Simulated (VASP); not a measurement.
Input of a VASP 6.6.1 run:

INCAR

```
  PREC = Accurate
  ENCUT = 520
  EDIFF = 1E-7
  ISMEAR = -1
  SIGMA = 0.05
  LREAL = False
  LASPH = True
  NELM = 80
  ALGO = Normal
  ISIF = 2
  LWAVE = False
  LCHARG = False
  GGA = PS
  NBANDS = 20
```

KPOINTS

```
Automatic mesh
0
Gamma
  10 10 2
```

POSCAR

```
WS2
1.0
    3.0561757010      0.0000000000      0.0000000000
   -1.5280878505      2.6467257954      0.0000000000
    0.0000000000      0.0000000000     16.9505778900
W S
1 2
Direct
    0.0000000000      0.0000000000      0.0000000000
    0.3333333333      0.6666666667      0.0920005100
    0.3333333333      0.6666666667      0.9079994900
```

Potentials or basis: VASP PAW PBE potentials, release 64 (W_sv, S).

Run with:

```bash
$ cat potpaw_PBE.64/W_sv/POTCAR potpaw_PBE.64/S/POTCAR > POTCAR
$ mpirun -np 1 vasp_std > vasp.out
```

Q: What does it give for the largest force?

A: 0.934 eV/Å.

Q: Predict the band gap on the k mesh.

A: 2.29 eV, indirect (least direct gap 2.64 eV).

Forces in eV/Å, atoms in the order of the input:
```
W    0.000  0.000  0.000
S    0.000  0.000  0.934
S    0.000  0.000 -0.934
```

Caveat: the PAW data sets were made with another functional, which shifts forces and pressure a little; spin-orbit coupling is left out, which moves the levels of the heavy elements.
